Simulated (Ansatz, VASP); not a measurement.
**One calculation of ReSb, two programs**

Contents of INCAR:

```
PREC = Accurate ; ENCUT = 520
EDIFF = 1E-7 ; ISMEAR = -1
SIGMA = 0.08 ; LREAL = False
LASPH = True ; NELM = 80
ALGO = Normal ; ISIF = 2
LWAVE = False ; LCHARG = False
GGA = PE ; NBANDS = 13
```

The input KPOINTS:

```
Automatic mesh
0
Gamma
  12 12 12
```

The input POSCAR:

```
ReSb
1.0
    0.0000000000      3.0132607878      3.0132607878
    3.0132607878      0.0000000000      3.0132607878
    3.0132607878      3.0132607878      0.0000000000
Re Sb
1 1
Direct
    0.0000000000      0.0000000000      0.0000000000
    0.2500000000      0.2500000000      0.2500000000
```

Input for Ansatz:

```yaml
crystal:
  lattice:
    - [0.0, 3.0132607878, 3.0132607878]
    - [3.0132607878, 0.0, 3.0132607878]
    - [3.0132607878, 3.0132607878, 0.0]
  atoms:
    - { symbol: Re, position: [0.0, 0.0, 0.0] }
    - { symbol: Sb, position: [0.25, 0.25, 0.25] }
kpoints:
  mp_grid: { grid: [12, 12, 12] }
  band_path:
    path:
      - [0.0, 0.0, 0.0]
      - [-0.5, -0.5, 0.0]
      - [-0.375, -0.375, 0.25]
      - [-0.375, 0.0, 0.375]
      - [0.0, 0.0, 0.0]
      - [0.0, 0.0, 0.5]
      - [-0.5, -0.25, 0.25]
      - [-0.5, -0.5, 0.0]
    npoints: 14
scf:
  occupations: { method: fermi_dirac, width: 0.08 }
hamiltonian:
  xc: pbe
  pseudopotentials: { kind: all_electron, lapw: { basis_error: 0.001 } }
output:
  forces: true
  stress: true
  eigenvalues: true
  populations: true
  dos: { projected: true, de: 0.2, e_range: [-14, 8] }
```

Alike in both runs: task single point; functional PBE; k mesh 12 × 12 × 12; occupations fermi-dirac, width 0.08 eV; no spin polarisation.

|  | VASP | Ansatz |
| --- | --- | --- |
| version | VASP 6.6.1 | Ansatz 0.2.0 |
| potentials or method | VASP PAW PBE potentials, release 64 (Re, Sb), cutoff 520 eV | all-electron LAPW, scalar-relativistic |

Ansatz gave:

```
pressure (GPa) : 0.0
```

Q: What did VASP give for the same quantities?

A: Pressure (GPa): -0.1.

Ansatz ran all-electron here, and VASP with PAW potentials.

Neither program's run includes spin-orbit coupling.
